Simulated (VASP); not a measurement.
# Cu8O7 (a cell with a defect) in VASP: notebook

Cu8O7 (a cell with a defect) is run at these levels: LDA; tasks: single point.

Program: VASP 6.6.1. These are calculated values, not measurements. Logs are shortened: lines on timing, memory, paths and dates and some standing lists are left out, and cuts for length are marked.

## (1) The cell of the first run

The cell holds a defect, 15 atoms: a = 5.801 Å, b = 5.801 Å, c = 5.129 Å, α = 97.69°, β = 97.69°, γ = 72.31°.

## (2) Single point, LDA

Input file INCAR:

```
SYSTEM = Cu8O7
PREC = Accurate ; ENCUT = 520
EDIFF = 1E-7 ; ISMEAR = -1
SIGMA = 0.05 ; LREAL = Auto
LASPH = .TRUE. ; NELM = 100
ALGO = Normal ; ISIF = 2
LWAVE = .FALSE. ; LCHARG = .FALSE.
NBANDS = 78
```

Input file KPOINTS:

```
regular mesh
0
G
  3 3 3
  0 0 0
```

Input file POSCAR:

```
Cu8O7
1.0
    4.6837000000     -3.4226000000      0.0000000000
    4.6837000000      3.4226000000      0.0000000000
   -0.8500270000      0.0000000000      5.0578690000
Cu O
8 7
Direct
    0.0198285132      0.2518288753     -0.0144071131
    0.2425962626      0.0156120850      0.4874819983
   -0.0156120850      0.7574037374      0.0125180017
    0.2565199351      0.5125278624      0.4861345057
    0.5160031374      0.2493857782     -0.0171560749
    0.7481711247     -0.0198285132      0.5144071131
    0.4874721376      0.7434800649      0.0138654943
    0.7506142218      0.4839968626      0.5171560749
    0.2957557975      0.2386937806      0.2259495110
    0.2229038070      0.2986075413      0.7114841589
    0.2613808919      0.7386191081      0.2500000000
    0.2146643579      0.7853356421      0.7500000000
    0.7462032202      0.2537967798     -0.2500000000
    0.7613062194      0.7042442025      0.2740504890
    0.7013924587      0.7770961930      0.7885158411
```

Potentials or basis: VASP PAW LDA potentials, release 64 (Cu, O).

Started as:

```sh
$ cat potpaw_LDA.64/Cu/POTCAR potpaw_LDA.64/O/POTCAR > POTCAR
$ mpirun -np 1 vasp_std > vasp.out
```

OUTCAR:

```text
SYSTEM = Cu8O7
   PREC = Accurate
   ENCUT = 520
   EDIFF = 1E-7
   ISMEAR = -1
   LREAL = Auto
   LASPH = .TRUE.
   NELM = 100
   ISIF = 2

 ion  position               nearest neighbor table
   1  0.020  0.252  0.986-  13 1.86   9 1.87  10 2.04
   2  0.243  0.016  0.487-  10 1.86  11 1.87  12 2.07   9 2.09
   3  0.984  0.757  0.013-  15 1.86  11 1.87  12 2.07  14 2.09
   4  0.257  0.513  0.486-  10 1.87  11 1.91   9 1.91  12 1.92
   5  0.516  0.249  0.983-  13 1.91   9 1.92  10 2.02
   6  0.748  0.980  0.514-  13 1.86  14 1.87  15 2.04
   7  0.487  0.743  0.014-  15 1.87  11 1.91  14 1.91  12 1.92
   8  0.751  0.484  0.517-  13 1.91  14 1.92  15 2.02
   9  0.296  0.239  0.226-   1 1.87   4 1.91   5 1.92   2 2.09
  10  0.223  0.299  0.711-   2 1.86   4 1.87   5 2.02   1 2.04
  11  0.261  0.739  0.250-   2 1.87   3 1.87   4 1.91   7 1.91
  12  0.215  0.785  0.750-   4 1.92   7 1.92   2 2.07   3 2.07
  13  0.746  0.254  0.750-   1 1.86   6 1.86   5 1.91   8 1.91
  14  0.761  0.704  0.274-   6 1.87   7 1.91   8 1.92   3 2.09
  15  0.701  0.777  0.789-   3 1.86   7 1.87   8 2.02   6 2.04

  LATTYP: Found a base centered monoclinic cell.
 ALAT       =     9.3674000000
 B/A-ratio  =     0.7307470589
 C/A-ratio  =     0.5475158037
 COS(beta)  =    -0.1657360545

  Lattice vectors:

 A1 = (   4.6837000000,  -3.4226000000,   0.0000000000)
 A2 = (   4.6837000000,   3.4226000000,   0.0000000000)
 A3 = (  -0.8500270000,   0.0000000000,   5.0578690000)

Analysis of symmetry for initial positions (statically):
=====================================================================
 Subroutine PRICEL returns:
 Original cell was already a primitive cell.

 Routine SETGRP: Setting up the symmetry group for a
 base centered monoclinic supercell.

 Subroutine GETGRP returns: Found  2 space group operations
 (whereof  1 operations were pure point group operations)
 out of a pool of  4 trial point group operations.

The static configuration has the point symmetry C_1 .
 The point group associated with its full space group is C_2 .

Analysis of symmetry for dynamics (positions and initial velocities):
=====================================================================
 Subroutine PRICEL returns:
 Original cell was already a primitive cell.

 Routine SETGRP: Setting up the symmetry group for a
 base centered monoclinic supercell.

 Subroutine GETGRP returns: Found  2 space group operations
 (whereof  1 operations were pure point group operations)
 out of a pool of  4 trial point group operations.

The dynamic configuration has the point symmetry C_1 .
 The point group associated with its full space group is C_2 .

 Subroutine INISYM returns: Found  2 space group operations
 (whereof  1 operations are pure point group operations),
 and found     1 'primitive' translations

----------------------------------------------------------------------------------------

                                     Primitive cell

  volume of cell :     162.1596

  direct lattice vectors                    reciprocal lattice vectors
     4.683700000 -3.422600000  0.000000000     0.106753208 -0.146087770  0.017940977
     4.683700000  3.422600000  0.000000000     0.106753208  0.146087770  0.017940977
    -0.850027000  0.000000000  5.057869000     0.000000000  0.000000000  0.197711724

  length of vectors
     5.800968579  5.800968579  5.128799540     0.181823438  0.181823438  0.197711724

  position of ions in fractional coordinates (direct lattice)
     0.019828513  0.251828875  0.985592887
     0.242596263  0.015612085  0.487481998
     0.984387915  0.757403737  0.012518002
     0.256519935  0.512527862  0.486134506
     0.516003137  0.249385778  0.982843925
     0.748171125  0.980171487  0.514407113
     0.487472138  0.743480065  0.013865494
     0.750614222  0.483996863  0.517156075
     0.295755798  0.238693781  0.225949511
     0.222903807  0.298607541  0.711484159
     0.261380892  0.738619108  0.250000000
     0.214664358  0.785335642  0.750000000
     0.746203220  0.253796780  0.750000000
     0.761306219  0.704244202  0.274050489
     0.701392459  0.777096193  0.788515841

  ion indices of the primitive-cell ions
   primitive index   ion index
                 1           1
                 2           2
                 3           3
                 4           4
                 5           5
                 6           6
                 7           7
                 8           8
                 9           9
                10          10
                11          11
                12          12
                13          13
                14          14
                15          15

----------------------------------------------------------------------------------------

 KPOINTS: regular mesh

Automatic generation of k-mesh.
 Grid dimensions read from file:
 generate k-points for:    3    3    3

 Generating k-lattice:

  Cartesian coordinates                     Fractional coordinates (reciprocal lattice)
     0.035584403 -0.048695923  0.005980326     0.333333333 -0.000000000  0.000000000
     0.035584403  0.048695923  0.005980326    -0.000000000  0.333333333  0.000000000
     0.000000000  0.000000000  0.065903908     0.000000000  0.000000000  0.333333333

  Length of vectors
     0.060607813  0.060607813  0.065903908

  Shift w.r.t. Gamma in fractional coordinates (k-lattice)
     0.000000000  0.000000000  0.000000000

 Subroutine IBZKPT returns following result:
 ===========================================

 Found     10 irreducible k-points:

 Following reciprocal coordinates:
            Coordinates               Weight
  0.000000  0.000000  0.000000      1.000000
  0.333333 -0.000000 -0.000000      4.000000
  0.333333  0.333333 -0.000000      2.000000
 -0.333333  0.333333  0.000000      2.000000
  0.000000  0.000000  0.333333      2.000000
  0.333333 -0.000000  0.333333      4.000000
 -0.333333  0.000000  0.333333      4.000000
  0.333333  0.333333  0.333333      2.000000
 -0.333333  0.333333  0.333333      4.000000
 -0.333333 -0.333333  0.333333      2.000000
   k-points           NKPTS =     10   k-points in BZ     NKDIM =     10   number of bands    NBANDS=     78
   number of dos      NEDOS =    301   number of ions     NIONS =     15
   total plane-waves  NPLWV =  92160
   dimension x,y,z NGX =    48 NGY =   48 NGZ =   40
   dimension x,y,z NGXF=    96 NGYF=   96 NGZF=   80
   ions per type =               8   7
   NGX,Y,Z   is equivalent  to a cutoff of  13.76, 13.76, 12.97 a.u.
   NGXF,Y,Z  is equivalent  to a cutoff of  27.51, 27.51, 25.93 a.u.
 SYSTEM =  Cu8O7
   PREC   = accura    normal or accurate (medium, high low for compatibility)
   ISTART =      0    job   : 0-new  1-cont  2-samecut
   ICHARG =      2    charge: 1-file 2-atom 10-const
   ISPIN  =      1    spin polarized calculation?
   LNONCOLLINEAR =      F non collinear calculations
   LSORBIT =      F    spin-orbit coupling
   LASPH  =      T    aspherical Exc in radial PAW
   ENCUT  =  520.0 eV  38.22 Ry    6.18 a.u.  10.79 10.79  9.54*2*pi/ulx,y,z
   NELM   =    100;   NELMIN=  2; NELMDL= -5     # of ELM steps
   EDIFF  = 0.1E-06   stopping-criterion for ELM
   LREAL  =      T    real-space projection
   EDIFFG = 0.1E-05   stopping-criterion for IOM
   NSW    =      0    number of steps for IOM
   IBRION =     -1    ionic relax: 0-MD 1-quasi-New 2-CG
   NFREE  =      0    steps in history (QN), initial steepest desc. (CG)
   ISIF   =      2    stress and relaxation
   ISYM   =      2    0-nonsym 1-usesym 2-fastsym
   POTIM  = 0.5000    time-step for ionic-motion
   TEBEG  =    0.0;   TEEND  =   0.0 temperature during run
   PSTRESS=    0.0 pullay stress
   NELECT =     130.0000    total number of electrons
   NUPDOWN=      -1.0000    fix difference up-down
   EMIN   =  10.00;   EMAX   =-10.00  energy-range for DOS
   EFERMI =   0.00;   METHOD = LEGACY
   ISMEAR =    -1;   SIGMA  =   0.05  broadening in eV -4-tet -1-fermi 0-gaus
   EFERMI_NEDOS =   21; number of points for ismear=-14 and -15
   IALGO  =     38    algorithm
   IMIX   =      4    mixing-type and parameters
     AMIX     =   0.40;   BMIX     =  1.00
     AMIX_MAG =   1.60;   BMIX_MAG =  1.00
  volume/ion in A,a.u.               =      10.81        72.95
  Fermi-wavevector in a.u.,A,eV,Ry     =   1.520810  2.873915 31.468421  2.312864
  Thomas-Fermi vector in A             =   2.629610
   LORBIT       =      0    0 simple, 1 ext, 2 COOP (PROOUT), +10 PAW based schemes
   GGA     = CA    functional components
   LHFCALC =     F    Hartree Fock is set to
   AEXX    =    0.0000 exact exchange contribution
   IVDW    =     0    specifies the selected vdW correction
   LEPSILON=     F    determine dielectric tensor
   LRPA    =     F    only Hartree local field effects (RPA)
 non-spin polarized calculation
  energy-cutoff  :      520.00
  volume of cell :      162.16
 maximum number of plane-waves:      4387
 NGX is ok and might be reduce to    48
   NGX = 21   NGY = 21   NGZ = 19

 number of electron     129.9999996 magnetization

 Free energy of the ion-electron system (eV)
  ---------------------------------------------------
  ext. energy  EPLUGINS =         0.00000000
  ---------------------------------------------------
  free energy    TOTEN  =       -84.65918136 eV

  energy without entropy =      -84.58369209  energy(sigma->0) =      -84.62143673

 E-fermi :   5.0076     XC(G=0): -12.1243

 val. band max:        4.9939541963   @ k =   0.0000   0.0000   0.0000
 cond. band min:       5.0098137062   @ k =  -0.3333   0.3333   0.3333
 fundamental gap:      0.0158595099
 Fermi energy:         5.0075885549

 k-point     1 :       0.0000    0.0000    0.0000
  band No.  band energies     occupation
      1     -14.6646      2.00000
      2     -13.9828      2.00000
      3     -13.8045      2.00000
      4     -13.4476      2.00000
      5     -13.1383      2.00000
      6     -12.9511      2.00000
[... 69 lines left out ...]
     76      11.2666      0.00000
     77      11.4614      0.00000

 k-point     2 :       0.3333   -0.0000   -0.0000
  band No.  band energies     occupation
      1     -14.5197      2.00000
      2     -14.0824      2.00000
      3     -13.7713      2.00000
      4     -13.5616      2.00000
      5     -13.1196      2.00000
      6     -12.9731      2.00000
[... 69 lines left out ...]
     76      11.3623      0.00000
     77      11.7062      0.00000
[... 558 lines left out ...]
     76      11.2083      0.00000
     77      12.6542      0.00000

 k-point    10 :      -0.3333   -0.3333    0.3333
  band No.  band energies     occupation
      1     -14.2650      2.00000
      2     -13.9575      2.00000
      3     -13.6632      2.00000
      4     -13.5874      2.00000
      5     -13.3014      2.00000
      6     -13.2148      2.00000
[... 69 lines left out ...]
     76      10.8859      0.00000
     77      12.2985      0.00000
 [bands above 77 left out]

------------------------ aborting loop because EDIFF is reached ----------------------------------------

  FORCE on cell =-STRESS in cart. coord.  units (eV):
  Direction    XX          YY          ZZ          XY          YZ          ZX
  --------------------------------------------------------------------------------------
  -------------------------------------------------------------------------------------
  Total       -8.8244666     -3.0676551     -6.7368754      0.0000000      0.0000000      1.8274513
  in kB      -87.1879078    -30.3091894    -66.5619919      0.0000000      0.0000000     18.0556694
  external PRESSURE =     -61.3530297 kB  Pullay stress =       0.0000000 kB

 VOLUME and BASIS-vectors are now :
 -----------------------------------------------------------------------------
  energy-cutoff  :      520.00
  volume of cell :      162.16
      direct lattice vectors                 reciprocal lattice vectors
     4.683700000 -3.422600000  0.000000000     0.106753208 -0.146087770  0.017940977
     4.683700000  3.422600000  0.000000000     0.106753208  0.146087770  0.017940977
    -0.850027000  0.000000000  5.057869000     0.000000000  0.000000000  0.197711724

 POSITION                                       TOTAL-FORCE (eV/Angst)
 -----------------------------------------------------------------------------------
      0.43458      0.79404      4.98500         0.013133      0.011500      0.001020
      0.79500     -0.77688      2.46562        -0.005584     -0.009681      0.015364
      8.14739     -0.77688      0.06331         0.005584     -0.009681     -0.015364
      3.18876      0.87621      2.45880        -0.009714      0.022073      0.002316
      2.74941     -0.91252      4.97110        -0.014115     -0.027168      0.003075
      7.65778      0.79404      2.60180        -0.013133      0.011500     -0.001020
      5.75362      0.87621      0.07013         0.009714      0.022073     -0.002316
      5.34295     -0.91252      2.61571         0.014115     -0.027168     -0.003075
      2.31114     -0.19530      1.14282         0.000513     -0.062064      0.013116
      1.83782      0.25910      3.59859        -0.006860      0.053993      0.103730
      4.47119      1.63340      1.26447         0.000000     -0.071318      0.000000
      4.04618      1.95318      3.79340         0.000000      0.052553      0.000000
      4.04618     -1.68531      3.79340        -0.000000      0.041456      0.000000
      6.63125     -0.19530      1.38611        -0.000513     -0.062064     -0.013116
      6.25454      0.25910      3.98821         0.006860      0.053993     -0.103730
 -----------------------------------------------------------------------------------
    total drift:                                0.000000     -0.017148     -0.000000

  FREE ENERGIE OF THE ION-ELECTRON SYSTEM (eV)
  ---------------------------------------------------
  free  energy   TOTEN  =       -84.6591813625 eV

  energy  without entropy=      -84.5836920876  energy(sigma->0) =      -84.62143673
```

Wall time 4.4 min (1 thread of Intel Xeon 6975P-C (Granite Rapids), shared host); peak memory 0.28 GiB.

Results:

```
Free energy            : -84.6592 eV
Pressure               : -6.1 GPa
Largest force          : 0.117 eV/Å
Band gap on the k mesh : zero (bands 65 and 66 overlap by 0.13 eV)
```

Forces on the atoms (eV/Å):
```
Cu   0.013  0.011  0.001
Cu  -0.006 -0.010  0.015
Cu   0.006 -0.010 -0.015
Cu  -0.010  0.022  0.002
Cu  -0.014 -0.027  0.003
Cu  -0.013  0.011 -0.001
Cu   0.010  0.022 -0.002
Cu   0.014 -0.027 -0.003
O    0.001 -0.062  0.013
O   -0.007  0.054  0.104
O    0.000 -0.071  0.000
O    0.000  0.053  0.000
O    0.000  0.041  0.000
O   -0.001 -0.062 -0.013
O    0.007  0.054 -0.104
```

Levels at points of the mesh, in eV from the Fermi level:
```csv
k point,band 63,band 64,band 65,band 66,band 67,band 68
"(0.00, 0.00, 0.00)",-0.48,-0.06,-0.01,0.37,0.75,0.87
```

Caveat: the k points lie up to 0.41 Å⁻¹ apart; semilocal functionals often make such compounds metallic where correlation or magnetic order opens a gap, which also shifts bond lengths. With open d or f shells a metallic result of LDA can be an artefact of self-interaction; +U or a hybrid may open a gap.

## (3) Single point, LDA

Input file INCAR:

```
ALGO     = Normal         # electronic algorithm
EDIFF    = 1E-6           # SCF threshold, eV
ENCUT    = 520            # plane-wave cutoff, eV
GGA      = CA             # functional
ISIF     = 2              # what is computed and relaxed
ISMEAR   = -1             # smearing method
LASPH    = True           # aspherical terms in the spheres
LCHARG   = False          # write CHGCAR
LREAL    = Auto         
LWAVE    = False          # write WAVECAR
NBANDS   = 78             # bands
NELM     = 100            # most SCF steps
PREC     = Accurate       # precision mode
SIGMA    = 0.05           # smearing width, eV
```

Input file KPOINTS:

```
k-points
0
Gamma
  3 3 3
```

Input file POSCAR:

```
Cu8O7
1.0
    4.6837000000     -3.4226000000      0.0000000000
    4.6837000000      3.4226000000      0.0000000000
   -0.8500270000      0.0000000000      5.0578690000
Cu O
8 7
Direct
    0.0198285670      0.2518288008     -0.0144070556
    0.2425962994      0.0156121353      0.4874819810
   -0.0156120909      0.7574037450      0.0125179201
    0.2565199329      0.5125279385      0.4861345756
    0.5160031825      0.2493856987     -0.0171560394
    0.7481711548     -0.0198286115      0.5144071545
    0.4874721239      0.7434801295      0.0138655232
    0.7506142568      0.4839967731      0.5171561383
    0.2957556975      0.2386938147      0.2259495056
    0.2229037592      0.2986076101      0.7114842239
    0.2613807904      0.7386191472      0.2499999506
    0.2146643215      0.7853357409      0.7500000494
    0.7462032100      0.2537968523     -0.2499999506
    0.7613061229      0.7042442402      0.2740503955
    0.7013924523      0.7770963031      0.7885158750
```

Potentials or basis: VASP PAW LDA potentials, release 64 (Cu, O).

Started as:

```sh
$ cat potpaw_LDA.64/Cu/POTCAR potpaw_LDA.64/O/POTCAR > POTCAR
$ mpirun -np 1 vasp_std > vasp.out
```

Wall time 4.8 min (1 thread of Intel Xeon 6975P-C (Granite Rapids), shared host); peak memory 0.28 GiB.

Results (log left out):

- Free energy: -84.6592 eV
- Pressure: -6.0 GPa
- Largest force: 0.117 eV/Å
- Band gap on the k mesh: zero (bands 65 and 66 overlap by 0.13 eV)

Forces on the atoms (eV/Å):
```
Cu   0.013  0.011  0.001
Cu  -0.005 -0.010  0.015
Cu   0.005 -0.010 -0.015
Cu  -0.010  0.022  0.002
Cu  -0.014 -0.027  0.003
Cu  -0.013  0.011 -0.001
Cu   0.010  0.022 -0.002
Cu   0.014 -0.027 -0.003
O    0.000 -0.062  0.014
O   -0.007  0.054  0.103
O    0.000 -0.071  0.000
O    0.000  0.053  0.000
O    0.000  0.041  0.000
O    0.000 -0.062 -0.014
O    0.007  0.054 -0.103
```

Stress tensor (GPa, compression positive):
```
-8.63  0.00  1.81
 0.00 -2.95  0.00
 1.81  0.00 -6.57
```

Levels at points of the mesh, in eV from the Fermi level:
| k point | band 62 | band 63 | band 64 | band 65 | band 66 | band 67 | band 68 | band 69 |
| --- | --- | --- | --- | --- | --- | --- | --- | --- |
| (0.00, 0.00, 0.00) | -0.66 | -0.48 | -0.06 | -0.01 | 0.37 | 0.75 | 0.87 | 1.02 |

Caveat: the k points lie up to 0.41 Å⁻¹ apart; semilocal functionals often make such compounds metallic where correlation or magnetic order opens a gap, which also shifts bond lengths.
